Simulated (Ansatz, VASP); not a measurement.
WS2: VASP beside Ansatz

```
W S
1.0
     3.12682    0.00000    0.00000
    -1.56341    2.70791    0.00000
     0.00000    0.00000   12.15919
W S
2 4
Direct
  0.33333 0.66667 0.25000
  0.66667 0.33333 0.75000
  0.33333 0.66667 0.62154
  0.66667 0.33333 0.12154
  0.33333 0.66667 0.87846
  0.66667 0.33333 0.37846
```

Alike in both runs: functional LDA; k mesh 12 × 12 × 4; occupations fermi-dirac, width 0.08 eV; no spin polarisation.

Ansatz relaxed the structure, and its values are those at the end. VASP's run is a single point on that final structure, the one shown.

```csv
,VASP,Ansatz
version,VASP 6.6.1,Ansatz 0.2.0
potentials or method,"VASP PAW LDA potentials, release 64 (W_sv, S)","PAW with Ansatz's default frozen-core files, scalar-relativistic"
plane-wave cutoff (eV),520,420
valence electrons in the cell,52,52
```

|  | VASP | Ansatz | Ansatz less VASP |
| --- | --- | --- | --- |
| pressure (GPa) | 0.4 | 0.0 | -0.42 |
| rms of the force components (eV/Å) | 0.023 | 0.000 | -0.0225 |

LDA's correlation is that of Perdew and Zunger in VASP and of Perdew and Wang (1992) in Ansatz.

Spin-orbit coupling is off throughout.
